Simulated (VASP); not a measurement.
# Si (Cmce) in VASP: density of states with PBE

Aim: the density of states of Si with PBE.

Everything below comes from runs of VASP 6.6.1. Logs are shortened: lines on timing, memory, paths and dates and some standing lists are left out, and cuts for length are marked.

## 1. The cell of the first run

The structure is orthorhombic, space group Cmce (No. 64). Conventional cell: a = 7.969 Å, b = 4.776 Å, c = 4.755 Å, α = 90.00°, β = 90.00°, γ = 90.00°. Si (site symmetry m) has 11 Si at 2.32 to 2.52 Å within 3.1 Å. Within 3.2 Å of Si (site symmetry 2) lie 12 Si at 2.43 to 3.15 Å.

## 2. Density of states, PBE

POSCAR reads:

```
Si
1.0
    3.9843000000     -2.3879500000      0.0000000000
    3.9843000000      2.3879500000      0.0000000000
    0.0000000000      0.0000000000      4.7546000000
Si
8
Direct
    0.8280000000      0.1720000000      0.3280000000
    0.6720000000      0.3280000000      0.8280000000
    0.1720000000      0.8280000000      0.6720000000
    0.3280000000      0.6720000000      0.1720000000
    0.2190000000      0.2190000000      0.0000000000
    0.2810000000      0.2810000000      0.5000000000
    0.7810000000      0.7810000000      0.0000000000
    0.7190000000      0.7190000000      0.5000000000
```

INCAR.step1 reads:

```
  PREC = Accurate
  ENCUT = 520
  EDIFF = 1E-6
  ISMEAR = -1
  SIGMA = 0.05
  LREAL = F
  LASPH = T
  NELM = 60
  ALGO = Normal
  ISIF = 2
  LWAVE = F
  LCHARG = T
  GGA = PE
  NBANDS = 26
```

KPOINTS.step1 reads:

```
Automatic mesh
0
Gamma
  5 5 5
```

INCAR.step2 reads:

```
  PREC = Accurate
  ENCUT = 520
  EDIFF = 1E-6
  ISMEAR = -5
  SIGMA = 0.05
  LREAL = F
  LASPH = T
  NELM = 60
  ALGO = Normal
  ISIF = 2
  LWAVE = F
  LCHARG = F
  GGA = PE
  LORBIT = 10
  NEDOS = 2001
  ICHARG = 11
```

KPOINTS.step2 reads:

```
Automatic mesh
0
Gamma
  8 8 8
```

Potentials or basis: VASP PAW PBE potentials, release 64 (Si).

The run is started by

```console
cat potpaw_PBE.64/Si/POTCAR > POTCAR
cp INCAR.step1 INCAR
cp KPOINTS.step1 KPOINTS
mpirun -np 1 vasp_std > vasp.out
cp INCAR.step2 INCAR
cp KPOINTS.step2 KPOINTS
mpirun -np 1 vasp_std > vasp.out
```

OUTCAR:

```text
PREC = Accurate
   ENCUT = 520
   EDIFF = 1E-6
   ISMEAR = -5
   LREAL = F
   LASPH = T
   NELM = 60
   ISIF = 2
   GGA = PE
   LORBIT = 10
   ICHARG = 11

 ion  position               nearest neighbor table
   1  0.828  0.172  0.328-   3 2.32   5 2.48   7 2.48   8 2.48   6 2.48   2 2.49   2 2.49   4 2.50
                             4 2.50   6 2.52   8 2.52   5 3.15   7 3.15
   2  0.672  0.328  0.828-   4 2.32   6 2.48   8 2.48   5 2.48   7 2.48   1 2.49   1 2.49   3 2.50
                             3 2.50   7 2.52   5 2.52   8 3.15   6 3.15
   3  0.172  0.828  0.672-   1 2.32   5 2.48   7 2.48   8 2.48   6 2.48   4 2.49   4 2.49   2 2.50
                             2 2.50   6 2.52   8 2.52   7 3.15   5 3.15
   4  0.328  0.672  0.172-   2 2.32   6 2.48   8 2.48   5 2.48   7 2.48   3 2.49   3 2.49   1 2.50
                             1 2.50   7 2.52   5 2.52   6 3.15   8 3.15
   5  0.219  0.219  0.000-   6 2.43   6 2.43   7 2.44   7 2.44   1 2.48   3 2.48   4 2.48   2 2.48
                             2 2.52   4 2.52   3 3.15   1 3.15
   6  0.281  0.281  0.500-   5 2.43   5 2.43   8 2.44   8 2.44   2 2.48   4 2.48   1 2.48   3 2.48
                             3 2.52   1 2.52   2 3.15   4 3.15
   7  0.781  0.781  0.000-   8 2.43   8 2.43   5 2.44   5 2.44   1 2.48   3 2.48   4 2.48   2 2.48
                             2 2.52   4 2.52   3 3.15   1 3.15
   8  0.719  0.719  0.500-   7 2.43   7 2.43   6 2.44   6 2.44   2 2.48   4 2.48   1 2.48   3 2.48
                             3 2.52   1 2.52   2 3.15   4 3.15

  LATTYP: Found a base centered orthorhombic cell.
 ALAT       =     4.7759000000
 B/A-ratio  =     1.6685022718
 C/A-ratio  =     0.9955401076

  Lattice vectors:

 A1 = (  -3.9843000000,  -2.3879500000,   0.0000000000)
 A2 = (   3.9843000000,  -2.3879500000,   0.0000000000)
 A3 = (   0.0000000000,   0.0000000000,   4.7546000000)

Analysis of symmetry for initial positions (statically):
=====================================================================
 Subroutine PRICEL returns:
 Original cell was already a primitive cell.

 Routine SETGRP: Setting up the symmetry group for a
 base centered orthorhombic supercell.

 Subroutine GETGRP returns: Found  8 space group operations
 (whereof  4 operations were pure point group operations)
 out of a pool of  8 trial point group operations.

The static configuration has the point symmetry C_2h.
 The point group associated with its full space group is D_2h.

Analysis of symmetry for dynamics (positions and initial velocities):
=====================================================================
 Subroutine PRICEL returns:
 Original cell was already a primitive cell.

 Routine SETGRP: Setting up the symmetry group for a
 base centered orthorhombic supercell.

 Subroutine GETGRP returns: Found  8 space group operations
 (whereof  4 operations were pure point group operations)
 out of a pool of  8 trial point group operations.

The dynamic configuration has the point symmetry C_2h.
 The point group associated with its full space group is D_2h.

 Subroutine INISYM returns: Found  8 space group operations
 (whereof  4 operations are pure point group operations),
 and found     1 'primitive' translations

----------------------------------------------------------------------------------------

                                     Primitive cell

  volume of cell :      90.4735

  direct lattice vectors                    reciprocal lattice vectors
     3.984300000 -2.387950000  0.000000000     0.125492558 -0.209384619  0.000000000
     3.984300000  2.387950000  0.000000000     0.125492558  0.209384619  0.000000000
     0.000000000  0.000000000  4.754600000     0.000000000  0.000000000  0.210322635

  length of vectors
     4.645099751  4.645099751  4.754600000     0.244111247  0.244111247  0.210322635

  position of ions in fractional coordinates (direct lattice)
     0.828000000  0.172000000  0.328000000
     0.672000000  0.328000000  0.828000000
     0.172000000  0.828000000  0.672000000
     0.328000000  0.672000000  0.172000000
     0.219000000  0.219000000  0.000000000
     0.281000000  0.281000000  0.500000000
     0.781000000  0.781000000  0.000000000
     0.719000000  0.719000000  0.500000000

  ion indices of the primitive-cell ions
   primitive index   ion index
[... 25 lines left out ...]
     0.030513906  0.030513906  0.026290329

  Shift w.r.t. Gamma in fractional coordinates (k-lattice)
     0.000000000  0.000000000  0.000000000

 TETIRR: Found    768 inequivalent tetrahedra from     3072

 Subroutine IBZKPT returns following result:
 ===========================================

 Found    105 irreducible k-points:

 Following reciprocal coordinates:
            Coordinates               Weight
  0.000000  0.000000  0.000000      1.000000
  0.125000  0.000000  0.000000      4.000000
  0.250000  0.000000  0.000000      4.000000
  0.375000  0.000000  0.000000      4.000000
  0.500000  0.000000  0.000000      2.000000
  0.125000  0.125000  0.000000      2.000000
[... 16 lines left out ...]
  0.125000  0.000000  0.125000      8.000000
  0.250000  0.000000  0.125000      8.000000
 [... further k-points ...]
   k-points           NKPTS =    105   k-points in BZ     NKDIM =    105   number of bands    NBANDS=     21
   number of dos      NEDOS =   2001   number of ions     NIONS =      8
   total plane-waves  NPLWV =  46656
   dimension x,y,z NGX =    36 NGY =   36 NGZ =   36
   dimension x,y,z NGXF=    72 NGYF=   72 NGZF=   72
   ions per type =               8
   NGX,Y,Z   is equivalent  to a cutoff of  12.88, 12.88, 12.59 a.u.
   NGXF,Y,Z  is equivalent  to a cutoff of  25.77, 25.77, 25.18 a.u.
 SYSTEM =  unknown system
   PREC   = accura    normal or accurate (medium, high low for compatibility)
   ISTART =      0    job   : 0-new  1-cont  2-samecut
   ICHARG =     11    charge: 1-file 2-atom 10-const
   ISPIN  =      1    spin polarized calculation?
   LNONCOLLINEAR =      F non collinear calculations
   LSORBIT =      F    spin-orbit coupling
   LASPH  =      T    aspherical Exc in radial PAW
   ENCUT  =  520.0 eV  38.22 Ry    6.18 a.u.   8.64  8.64  8.84*2*pi/ulx,y,z
   NELM   =     60;   NELMIN=  2; NELMDL=  0     # of ELM steps
   EDIFF  = 0.1E-05   stopping-criterion for ELM
   LREAL  =      F    real-space projection
   EDIFFG = 0.1E-04   stopping-criterion for IOM
   NSW    =      0    number of steps for IOM
   IBRION =     -1    ionic relax: 0-MD 1-quasi-New 2-CG
   NFREE  =      0    steps in history (QN), initial steepest desc. (CG)
   ISIF   =      2    stress and relaxation
   ISYM   =      2    0-nonsym 1-usesym 2-fastsym
   POTIM  = 0.5000    time-step for ionic-motion
   TEBEG  =    0.0;   TEEND  =   0.0 temperature during run
   PSTRESS=    0.0 pullay stress
   NELECT =      32.0000    total number of electrons
   NUPDOWN=      -1.0000    fix difference up-down
   EMIN   =  10.00;   EMAX   =-10.00  energy-range for DOS
   EFERMI =   0.00;   METHOD = LEGACY
   ISMEAR =    -5;   SIGMA  =   0.05  broadening in eV -4-tet -1-fermi 0-gaus
   EFERMI_NEDOS =   21; number of points for ismear=-14 and -15
   IALGO  =     38    algorithm
   IMIX   =      4    mixing-type and parameters
     AMIX     =   0.40;   BMIX     =  1.00
     AMIX_MAG =   1.60;   BMIX_MAG =  1.00
  volume/ion in A,a.u.               =      11.31        76.32
  Fermi-wavevector in a.u.,A,eV,Ry     =   1.157758  2.187845 18.237294  1.340403
  Thomas-Fermi vector in A             =   2.294366
   LORBIT       =     10    0 simple, 1 ext, 2 COOP (PROOUT), +10 PAW based schemes
   GGA     = PE    functional components
   LHFCALC =     F    Hartree Fock is set to
   AEXX    =    0.0000 exact exchange contribution
   IVDW    =     0    specifies the selected vdW correction
   LEPSILON=     F    determine dielectric tensor
   LRPA    =     F    only Hartree local field effects (RPA)
 non-spin polarized calculation
 Fermi weights with tetrahedron method with Bloechl corrections
  energy-cutoff  :      520.00
  volume of cell :       90.47
 maximum number of plane-waves:      2463

 number of electron      32.0000001 magnetization

 Free energy of the ion-electron system (eV)
  ---------------------------------------------------
  ext. energy  EPLUGINS =         0.00000000
  ---------------------------------------------------
  free energy    TOTEN  =       -37.19931712 eV

  energy without entropy =      -37.19931712  energy(sigma->0) =      -37.19931712

 E-fermi :  13.6559     XC(G=0): -12.2006

 val. band max:       13.8067015965   @ k =  -0.3750   0.1250   0.1250
 cond. band min:      13.1492182684   @ k =   0.0000   0.0000   0.0000
 fundamental gap:     -0.6574833281
 Fermi energy:        13.6559171282

 k-point     1 :       0.0000    0.0000    0.0000
  band No.  band energies     occupation
      1      -3.2019      2.00000
      2       2.8793      2.00000
      3       3.3273      2.00000
      4       4.7598      2.00000
      5       5.3500      2.00000
      6       5.3957      2.00000
[... 565 lines left out ...]
     20      15.8602      0.00000
     21      16.2703      0.00000

 [... further k-points ...]

------------------------ aborting loop because EDIFF is reached ----------------------------------------

  FORCE on cell =-STRESS in cart. coord.  units (eV):
  Direction    XX          YY          ZZ          XY          YZ          ZX
  --------------------------------------------------------------------------------------
  -------------------------------------------------------------------------------------
  Total       22.0559095     23.9029476     24.1388704      0.0000000      0.0000000      0.0000000
  in kB      390.5838755    423.2927207    427.4706328      0.0000000      0.0000000      0.0000000
  external PRESSURE =     413.7824097 kB  Pullay stress =       0.0000000 kB

 VOLUME and BASIS-vectors are now :
 -----------------------------------------------------------------------------
  energy-cutoff  :      520.00
  volume of cell :       90.47
      direct lattice vectors                 reciprocal lattice vectors
     3.984300000 -2.387950000  0.000000000     0.125492558 -0.209384619  0.000000000
     3.984300000  2.387950000  0.000000000     0.125492558  0.209384619  0.000000000
     0.000000000  0.000000000  4.754600000     0.000000000  0.000000000  0.210322635

 POSITION                                       TOTAL-FORCE (eV/Angst)
 -----------------------------------------------------------------------------------
      3.98430     -1.56650      1.55951         0.000000      0.180744     -0.181075
      3.98430     -0.82145      3.93681         0.000000     -0.180744     -0.181075
      3.98430      1.56650      3.19509         0.000000     -0.180744      0.181075
      3.98430      0.82145      0.81779         0.000000      0.180744      0.181075
      1.74512      0.00000      0.00000        -0.176359      0.000000     -0.000000
      2.23918      0.00000      2.37730         0.176359      0.000000     -0.000000
      6.22348      0.00000      0.00000         0.176359      0.000000     -0.000000
      5.72942      0.00000      2.37730        -0.176359      0.000000     -0.000000
 -----------------------------------------------------------------------------------
    total drift:                               -0.000000     -0.000000     -0.000000

  FREE ENERGIE OF THE ION-ELECTRON SYSTEM (eV)
  ---------------------------------------------------
  free  energy   TOTEN  =       -37.1993171189 eV

  energy  without entropy=      -37.1993171189  energy(sigma->0) =      -37.19931712

 total charge

# of ion       s       p       d       tot
------------------------------------------
    1        0.787   0.900   0.000   1.687
    2        0.787   0.900   0.000   1.687
    3        0.787   0.900   0.000   1.687
    4        0.787   0.900   0.000   1.687
    5        0.785   0.915   0.000   1.700
    6        0.785   0.915   0.000   1.700
    7        0.785   0.915   0.000   1.700
    8        0.785   0.915   0.000   1.700
--------------------------------------------------
tot          6.288   7.257   0.000  13.546
```

Wall time 50 s (1 thread of Intel Xeon 6975P-C (Granite Rapids), shared host); peak memory 0.27 GiB.

Results:

| Property | Result |
| --- | --- |
| Valence electrons inside the program's atomic spheres | Si 1.69, 1.70 |

Levels at points of the mesh, in eV from the Fermi level:
```csv
k point,band 12,band 13,band 14,band 15,band 16,band 17,band 18,band 19,band 20,band 21
"(0.00, 0.00, 0.00)",-3.12,-3.03,-2.85,-2.60,-2.27,-1.72,-1.15,-0.89,-0.54,-0.51
"(0.50, 0.00, 0.00)",-3.74,-2.52,-2.52,-1.59,-1.59,1.43,1.43,3.13,3.13,3.45
"(0.50, 0.50, 0.00)",-3.46,-2.56,-2.00,-1.46,-1.43,2.15,2.62,3.12,3.22,3.44
"(0.00, 0.00, 0.50)",-6.39,-6.09,-6.09,-2.96,-2.96,4.19,4.19,4.57,4.57,5.14
"(0.50, 0.00, 0.50)",-1.51,-1.27,-1.27,-0.05,-0.05,0.11,0.11,0.66,0.66,2.42
"(0.50, 0.50, 0.50)",-1.42,-0.82,-0.82,-0.46,-0.46,0.10,0.10,0.29,0.29,3.00
```

Caveat: the bands computed are all filled at some k points, so no gap is given.
